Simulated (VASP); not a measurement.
# Cu (Fm-3m) in VASP: notebook

Cu is run at these levels: LDA; tasks: single point.

Everything below comes from runs of VASP 6.6.1. Logs are shortened: lines on timing, memory, paths and dates and some standing lists are left out, and cuts for length are marked.

**1. The cell of the first run**

Symmetry: Fm-3m, No. 225, cubic system. The conventional cell has a = 3.554 Å, b = 3.554 Å, c = 3.554 Å, α = 90.00°, β = 90.00°, γ = 90.00°. Within 3.3 Å of Cu (site symmetry m-3m) lie 12 Cu at 2.51 Å.

**2. Single point, LDA**

The input, INCAR:

```
SYSTEM = Cu
PREC = Accurate
ENCUT = 520
EDIFF = 1E-6
ISMEAR = 1
SIGMA = 0.1
LREAL = .False.
LASPH = .True.
NELM = 100
ALGO = Normal
ISIF = 2
LWAVE = .False.
LCHARG = .True.
LELF = .True.
LVHAR = .True.
NBANDS = 12
```

The input, KPOINTS:

```
Automatic mesh
0
Gamma
  14 14 14
  0 0 0
```

The input, POSCAR:

```
Cu
1.0
    0.0000000000      1.7768584873      1.7768584873
    1.7768584873      0.0000000000      1.7768584873
    1.7768584873      1.7768584873      0.0000000000
Cu
1
Direct
    0.0000000000      0.0000000000      0.0000000000
```

Potentials or basis: VASP PAW LDA potentials, release 64 (Cu).

Started as:

```console
cat potpaw_LDA.64/Cu/POTCAR > POTCAR
mpirun -np 1 vasp_std > vasp.out
```

OUTCAR:

```text
SYSTEM = Cu
   PREC = Accurate
   ENCUT = 520
   EDIFF = 1E-6
   ISMEAR = 1
   LREAL = .False.
   LASPH = .True.
   NELM = 100
   ISIF = 2

 ion  position               nearest neighbor table
   1  0.000  0.000  0.000-

  LATTYP: Found a face centered cubic cell.
 ALAT       =     3.5537169746

  Lattice vectors:

 A1 = (   0.0000000000,   1.7768584873,   1.7768584873)
 A2 = (   1.7768584873,   0.0000000000,   1.7768584873)
 A3 = (   1.7768584873,   1.7768584873,   0.0000000000)

Analysis of symmetry for initial positions (statically):
=====================================================================
 Subroutine PRICEL returns:
 Original cell was already a primitive cell.

 Routine SETGRP: Setting up the symmetry group for a
 face centered cubic supercell.

 Subroutine GETGRP returns: Found 48 space group operations
 (whereof 48 operations were pure point group operations)
 out of a pool of 48 trial point group operations.

The static configuration has the point symmetry O_h .

Analysis of symmetry for dynamics (positions and initial velocities):
=====================================================================
 Subroutine PRICEL returns:
 Original cell was already a primitive cell.

 Routine SETGRP: Setting up the symmetry group for a
 face centered cubic supercell.

 Subroutine GETGRP returns: Found 48 space group operations
 (whereof 48 operations were pure point group operations)
 out of a pool of 48 trial point group operations.

The dynamic configuration has the point symmetry O_h .

 Subroutine INISYM returns: Found 48 space group operations
 (whereof 48 operations are pure point group operations),
 and found     1 'primitive' translations

----------------------------------------------------------------------------------------

                                     Primitive cell

  volume of cell :      11.2199

  direct lattice vectors                    reciprocal lattice vectors
     0.000000000  1.776858487  1.776858487    -0.281395510  0.281395510  0.281395510
     1.776858487  0.000000000  1.776858487     0.281395510 -0.281395510  0.281395510
     1.776858487  1.776858487  0.000000000     0.281395510  0.281395510 -0.281395510

  length of vectors
     2.512857371  2.512857371  2.512857371     0.487391320  0.487391320  0.487391320

  position of ions in fractional coordinates (direct lattice)
     0.000000000  0.000000000  0.000000000

  ion indices of the primitive-cell ions
   primitive index   ion index
                 1           1

----------------------------------------------------------------------------------------

 KPOINTS: Automatic mesh

Automatic generation of k-mesh.
 Grid dimensions read from file:
 generate k-points for:   14   14   14

 Generating k-lattice:

  Cartesian coordinates                     Fractional coordinates (reciprocal lattice)
    -0.020099679  0.020099679  0.020099679     0.071428571  0.000000000  0.000000000
     0.020099679 -0.020099679  0.020099679     0.000000000  0.071428571  0.000000000
     0.020099679  0.020099679 -0.020099679     0.000000000  0.000000000  0.071428571

  Length of vectors
     0.034813666  0.034813666  0.034813666

  Shift w.r.t. Gamma in fractional coordinates (k-lattice)
     0.000000000  0.000000000  0.000000000

 Subroutine IBZKPT returns following result:
 ===========================================

 Found    104 irreducible k-points:

 Following reciprocal coordinates:
            Coordinates               Weight
  0.000000  0.000000  0.000000      1.000000
  0.071429  0.000000  0.000000      8.000000
  0.142857  0.000000  0.000000      8.000000
  0.214286  0.000000  0.000000      8.000000
  0.285714  0.000000  0.000000      8.000000
  0.357143  0.000000  0.000000      8.000000
[... 16 lines left out ...]
  0.214286  0.142857  0.000000     24.000000
  0.285714  0.142857  0.000000     24.000000
 [... further k-points ...]
   k-points           NKPTS =    104   k-points in BZ     NKDIM =    104   number of bands    NBANDS=     12
   number of dos      NEDOS =    301   number of ions     NIONS =      1
   total plane-waves  NPLWV =   8000
   dimension x,y,z NGX =    20 NGY =   20 NGZ =   20
   dimension x,y,z NGXF=    40 NGYF=   40 NGZF=   40
   ions per type =               1
   NGX,Y,Z   is equivalent  to a cutoff of  13.23, 13.23, 13.23 a.u.
   NGXF,Y,Z  is equivalent  to a cutoff of  26.46, 26.46, 26.46 a.u.
 SYSTEM =  Cu
   PREC   = accura    normal or accurate (medium, high low for compatibility)
   ISTART =      0    job   : 0-new  1-cont  2-samecut
   ICHARG =      2    charge: 1-file 2-atom 10-const
   ISPIN  =      1    spin polarized calculation?
   LNONCOLLINEAR =      F non collinear calculations
   LSORBIT =      F    spin-orbit coupling
   LASPH  =      T    aspherical Exc in radial PAW
   ENCUT  =  520.0 eV  38.22 Ry    6.18 a.u.   4.67  4.67  4.67*2*pi/ulx,y,z
   NELM   =    100;   NELMIN=  2; NELMDL= -5     # of ELM steps
   EDIFF  = 0.1E-05   stopping-criterion for ELM
   LREAL  =      F    real-space projection
   EDIFFG = 0.1E-04   stopping-criterion for IOM
   NSW    =      0    number of steps for IOM
   IBRION =     -1    ionic relax: 0-MD 1-quasi-New 2-CG
   NFREE  =      0    steps in history (QN), initial steepest desc. (CG)
   ISIF   =      2    stress and relaxation
   ISYM   =      2    0-nonsym 1-usesym 2-fastsym
   POTIM  = 0.5000    time-step for ionic-motion
   TEBEG  =    0.0;   TEEND  =   0.0 temperature during run
   PSTRESS=    0.0 pullay stress
   NELECT =      11.0000    total number of electrons
   NUPDOWN=      -1.0000    fix difference up-down
   EMIN   =  10.00;   EMAX   =-10.00  energy-range for DOS
   EFERMI =   0.00;   METHOD = LEGACY
   ISMEAR =     1;   SIGMA  =   0.10  broadening in eV -4-tet -1-fermi 0-gaus
   EFERMI_NEDOS =   21; number of points for ismear=-14 and -15
   IALGO  =     38    algorithm
   IMIX   =      4    mixing-type and parameters
     AMIX     =   0.40;   BMIX     =  1.00
     AMIX_MAG =   1.60;   BMIX_MAG =  1.00
  volume/ion in A,a.u.               =      11.22        75.72
  Fermi-wavevector in a.u.,A,eV,Ry     =   1.626333  3.073324 35.986865  2.644960
  Thomas-Fermi vector in A             =   2.719310
   LORBIT       =      0    0 simple, 1 ext, 2 COOP (PROOUT), +10 PAW based schemes
   GGA     = CA    functional components
   LHFCALC =     F    Hartree Fock is set to
   AEXX    =    0.0000 exact exchange contribution
   IVDW    =     0    specifies the selected vdW correction
   LEPSILON=     F    determine dielectric tensor
   LRPA    =     F    only Hartree local field effects (RPA)
 non-spin polarized calculation
 Methfessel and Paxton  Order N= 1 SIGMA  =   0.10
  energy-cutoff  :      520.00
  volume of cell :       11.22
 maximum number of plane-waves:       311
   NGX =  9   NGY =  9   NGZ =  9

 number of electron      11.0000013 magnetization

 Free energy of the ion-electron system (eV)
  ---------------------------------------------------
  ext. energy  EPLUGINS =         0.00000000
  ---------------------------------------------------
  free energy    TOTEN  =        -4.70374350 eV

  energy without entropy =       -4.70378036  energy(sigma->0) =       -4.70375579

 E-fermi :   7.9674     XC(G=0): -13.4045

 val. band max:        7.8870717102   @ k =   0.5000   0.2857   0.1429
 cond. band min:       8.0177070196   @ k =   0.5000   0.2143   0.0714
 fundamental gap:      0.1306353094
 Fermi energy:         7.9674304730

 k-point     1 :       0.0000    0.0000    0.0000
  band No.  band energies     occupation
      1      -1.7465      2.00000
      2       4.7681      2.00000
      3       4.7681      2.00000
      4       4.7681      2.00000
      5       5.6755      2.00000
      6       5.6755      2.00000
      7      31.0868      0.00000
      8      33.9614      0.00000
      9      33.9614      0.00000
     10      33.9614      0.00000
     11      36.5433      0.00000
     12      36.5433      0.00000

 k-point     2 :       0.0714    0.0000    0.0000
  band No.  band energies     occupation
      1      -1.5539      2.00000
      2       4.7256      2.00000
      3       4.8058      2.00000
      4       4.8058      2.00000
      5       5.6607      2.00000
      6       5.6607      2.00000
      7      29.9470      0.00000
      8      32.2243      0.00000
      9      33.4132      0.00000
     10      33.4132      0.00000
     11      37.3509      0.00000
     12      37.3509      0.00000

 k-point     3 :       0.1429    0.0000    0.0000
  band No.  band energies     occupation
      1      -0.9879      2.00000
      2       4.6186      2.00000
      3       4.8925      2.00000
      4       4.8925      2.00000
      5       5.6414      2.00000
      6       5.6414      2.00000
      7      26.4245      0.00000
      8      31.7217      0.00000
      9      32.5451      0.00000
     10      32.5451      0.00000
     11      38.4406      0.00000
     12      38.7341      0.00000

 k-point     4 :       0.2143    0.0000    0.0000
  band No.  band energies     occupation
      1      -0.0939      2.00000
      2       4.5115      2.00000
      3       4.9477      2.00000
      4       4.9477      2.00000
      5       5.6917      2.00000
      6       5.6917      2.00000
      7      22.6757      0.00000
      8      31.3118      0.00000
      9      31.8124      0.00000
     10      31.8124      0.00000
     11      38.1518      0.00000
     12      38.1518      0.00000

 k-point     5 :       0.2857    0.0000    0.0000
  band No.  band energies     occupation
      1       1.0041      2.00000
      2       4.5408      2.00000
      3       4.9128      2.00000
      4       4.9128      2.00000
      5       5.8560      2.00000
      6       5.8560      2.00000
      7      19.1274      0.00000
      8      30.7329      0.00000
      9      31.2792      0.00000
     10      31.2792      0.00000
     11      36.4607      0.00000
     12      36.4607      0.00000
[... 228 lines left out ...]
      1      -1.2368      2.00000
      2       4.6486      2.00000
      3       4.8610      2.00000
      4       4.8757      2.00000
      5       5.5871      2.00000
      6       5.6981      2.00000
      7      28.6542      0.00000
      8      29.7444      0.00000
      9      33.0292      0.00000
     10      34.6888      0.00000
     11      36.7917      0.00000
     12      37.2092      0.00000

 k-point    22 :       0.1429    0.1429    0.0000
  band No.  band energies     occupation
      1      -0.7390      2.00000
      2       4.4689      2.00000
      3       5.0182      2.00000
      4       5.0182      2.00000
      5       5.4144      2.00000
      6       5.7863      2.00000
      7      29.0881      0.00000
      8      29.2459      0.00000
      9      29.2459      0.00000
     10      31.1613      0.00000
     11      35.9279      0.00000
     12      40.7125      0.00000

 k-point    23 :       0.2143    0.1429    0.0000
  band No.  band energies     occupation
      1      -0.0820      2.00000
      2       4.3260      2.00000
      3       5.0766      2.00000
      4       5.1333      2.00000
      5       5.4022      2.00000
      6       5.8510      2.00000
      7      25.6401      0.00000
      8      28.0933      0.00000
      9      29.3105      0.00000
     10      31.3645      0.00000
     11      34.2464      0.00000
     12      40.7453      0.00000

 k-point    24 :       0.2857    0.1429    0.0000
  band No.  band energies     occupation
      1       0.8542      2.00000
      2       4.2099      2.00000
      3       4.9361      2.00000
      4       5.1792      2.00000
      5       5.6956      2.00000
      6       5.9762      2.00000
      7      21.9683      0.00000
      8      27.2967      0.00000
      9      28.6914      0.00000
     10      30.6252      0.00000
     11      35.3107      0.00000
     12      40.0702      0.00000

 [... further k-points ...]

------------------------ aborting loop because EDIFF is reached ----------------------------------------

  FORCE on cell =-STRESS in cart. coord.  units (eV):
  Direction    XX          YY          ZZ          XY          YZ          ZX
  --------------------------------------------------------------------------------------
  -------------------------------------------------------------------------------------
  Total       -0.3022247     -0.3022247     -0.3022247      0.0000000     -0.0000000      0.0000000
  in kB      -43.1570757    -43.1570757    -43.1570757      0.0000000     -0.0000000      0.0000000
  external PRESSURE =     -43.1570757 kB  Pullay stress =       0.0000000 kB

 VOLUME and BASIS-vectors are now :
 -----------------------------------------------------------------------------
  energy-cutoff  :      520.00
  volume of cell :       11.22
      direct lattice vectors                 reciprocal lattice vectors
     0.000000000  1.776858487  1.776858487    -0.281395510  0.281395510  0.281395510
     1.776858487  0.000000000  1.776858487     0.281395510 -0.281395510  0.281395510
     1.776858487  1.776858487  0.000000000     0.281395510  0.281395510 -0.281395510

 POSITION                                       TOTAL-FORCE (eV/Angst)
 -----------------------------------------------------------------------------------
      0.00000      0.00000      0.00000         0.000000      0.000000      0.000000
 -----------------------------------------------------------------------------------
    total drift:                                0.000000     -0.000000      0.000000

  FREE ENERGIE OF THE ION-ELECTRON SYSTEM (eV)
  ---------------------------------------------------
  free  energy   TOTEN  =        -4.7037434992 eV

  energy  without entropy=       -4.7037803576  energy(sigma->0) =       -4.70375579
```

Wall time 8.2 s (1 thread of Intel Xeon Platinum 8488C (Sapphire Rapids), shared host); peak memory 0.12 GiB.

Results:

```
Free energy : -4.7037 eV
Pressure    : -4.3 GPa
```

**3. Single point, LDA**

This run uses another cell than the first one, of 11.57 Å³/atom, 1.032 times its volume.

The input, INCAR:

```
PREC = Accurate
ENCUT = 520
EDIFF = 1E-6
ISMEAR = 1
SIGMA = 0.1
LREAL = False
LASPH = True
NELM = 80
ALGO = Normal
ISIF = 2
LWAVE = False
LCHARG = False
NBANDS = 12
```

The input, KPOINTS:

```
regular mesh
0
Gamma
  14 14 14
```

The input, POSCAR:

```
Cu
1.0
    0.0000000000      1.7953687620      1.7953687620
    1.7953687620      0.0000000000      1.7953687620
    1.7953687620      1.7953687620      0.0000000000
Cu
1
Direct
    0.0000000000      0.0000000000      0.0000000000
```

Potentials or basis: VASP PAW LDA potentials, release 64 (Cu).

Started as:

```console
cat potpaw_LDA.64/Cu/POTCAR > POTCAR
mpirun -np 1 vasp_std > vasp.out
```

Wall time 8.1 s (1 thread of Intel Xeon Platinum 8488C (Sapphire Rapids), shared host); peak memory 0.12 GiB.

Results (log left out):

| Property | Result |
| --- | --- |
| Free energy | -4.6890 eV |
| Pressure | -9.0 GPa |

Levels at points of the mesh, in eV from the Fermi level:
```tsv
k point	band 2	band 3	band 4	band 5	band 6	band 7	band 8	band 9	band 10	band 11
(0.00, 0.00, 0.00)	-3.09	-3.09	-3.09	-2.22	-2.22	22.89	25.51	25.51	25.51	28.07
(0.50, 0.00, 0.00)	-3.12	-3.12	-1.64	-1.64	-0.99	3.87	21.40	22.27	22.27	25.42
(0.50, 0.50, 0.00)	-4.52	-1.65	-1.49	-1.49	1.52	7.30	13.20	13.20	17.89	20.64
```
